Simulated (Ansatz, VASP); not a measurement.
# Two plane-wave programs on InGaPdSe2

The input INCAR:

```
PREC = Accurate
ENCUT = 520
EDIFF = 1E-6
ISMEAR = 0
SIGMA = 0.1
LREAL = False
LASPH = True
NELM = 150
ALGO = Normal
ISIF = 2
LWAVE = False
LCHARG = False
ISPIN = 2
MAGMOM = 0 0 1 0 0
LORBIT = 11
LMAXMIX = 4
GGA = PE
NBANDS = 36
```

File KPOINTS:

```
regular mesh
0
Gamma
  6 6 6
```

The input POSCAR:

```
InGaPdSe2
1.0
   -1.9322114598      1.9322114598      7.4255002458
    1.9322114598     -1.9322114598      7.4255002458
    1.9322114598      1.9322114598     -7.4255002458
In Ga Pd Se
1 1 1 2
Direct
    0.0000000000      0.0000000000      0.0000000000
    0.7500000000      0.2500000000      0.5000000000
    0.2500000000      0.7500000000      0.5000000000
    0.6240272323      0.6240272323      0.0000000000
    0.3759727677      0.3759727677      0.0000000000
```

Input for Ansatz:

```yaml
crystal:
  lattice:
    - [-1.9322114598, 1.9322114598, 7.4255002458]
    - [1.9322114598, -1.9322114598, 7.4255002458]
    - [1.9322114598, 1.9322114598, -7.4255002458]
  atoms:
    - { symbol: In, position: [0.0, 0.0, 0.0] }
    - { symbol: Ga, position: [0.75, 0.25, 0.5] }
    - { symbol: Pd, position: [0.25, 0.75, 0.5], spin: 1.0 }
    - { symbol: Se, position: [0.6240272323, 0.6240272323, 0.0] }
    - { symbol: Se, position: [0.3759727677, 0.3759727677, 0.0] }
basis:
  ecutwfc: 420
kpoints:
  mp_grid: { grid: [6, 6, 6] }
hamiltonian:
  xc: pbe
scf:
  occupations: { method: gaussian, width: 0.1 }
  lower_state_search: "off"
output:
  forces: true
  stress: true
  eigenvalues: true
  populations: true
magnetization:
  spin_polarized: true
```

Change from the starting cell: species swapped into the LaMnCuGe2 type (I-4m2, No. 119).

Alike in both runs: task single point; functional PBE; k mesh 6 × 6 × 6; occupations gaussian, width 0.1 eV; collinear spin.

|  | VASP | Ansatz |
| --- | --- | --- |
| version | VASP 6.6.1 | Ansatz 0.2.0 |
| potentials or method | VASP PAW PBE potentials, release 64 (In_d, Ga_d, Pd, Se), cutoff 520 eV | scalar-relativistic, plane waves, PAW |
| valence electrons in the cell | 48 | 76 |

```tsv
	VASP	Ansatz	Ansatz less VASP
gap on the k mesh at the Fermi level (eV)	none	none	-
pressure (GPa)	-0.2	-0.2	-0.07
rms of the force components (eV/Å)	0.004	0.000	-0.0040
net moment per atom (μB)	0.00	0.00	0.000
```

Atom by atom the forces differ by 0.005 eV/Å (rms over components). A gap of «none» marks a metal or a gap that the smearing closes. VASP's potentials hold 48 valence electrons a cell and Ansatz's 76, so a difference there can come from the potentials and not from the codes. Ansatz's warnings: seeded moment not kept.

The k mesh is coarse, so the values compare programs but aren't converged.
